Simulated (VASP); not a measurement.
Input of a VASP 6.6.1 run:

The input INCAR:

```
SYSTEM = In3Se
PREC = Accurate
ENCUT = 520
EDIFF = 1E-7
ISMEAR = -1
SIGMA = 0.05
LREAL = .False.
LASPH = .True.
NELM = 80
ALGO = Normal
ISIF = 2
LWAVE = .False.
LCHARG = .False.
GGA = PS
NBANDS = 30
```

KPOINTS

```
Automatic mesh
0
Gamma
  6 6 6
  0 0 0
```

The input POSCAR:

```
In3Se
1.0
    4.8037580000      0.0000000000      0.0000000000
    0.0000000000      4.8037580000      0.0000000000
    0.0000000000      0.0000000000      4.8037580000
In Se
3 1
Direct
    0.5000000000      0.5000000000      0.0000000000
    0.5000000000      0.0000000000      0.5000000000
    0.0000000000      0.5000000000      0.5000000000
    0.0000000000      0.0000000000      0.0000000000
```

Potentials or basis: VASP PAW PBE potentials, release 64 (In_d, Se).

The run is started by

```console
$ cat potpaw_PBE.64/In_d/POTCAR potpaw_PBE.64/Se/POTCAR > POTCAR
$ mpirun -np 1 vasp_std > vasp.out
```

Task: What does it give for the pressure?

Result: -3.0 GPa.

Caveat: the PAW data sets were made with another functional, which shifts forces and pressure a little.
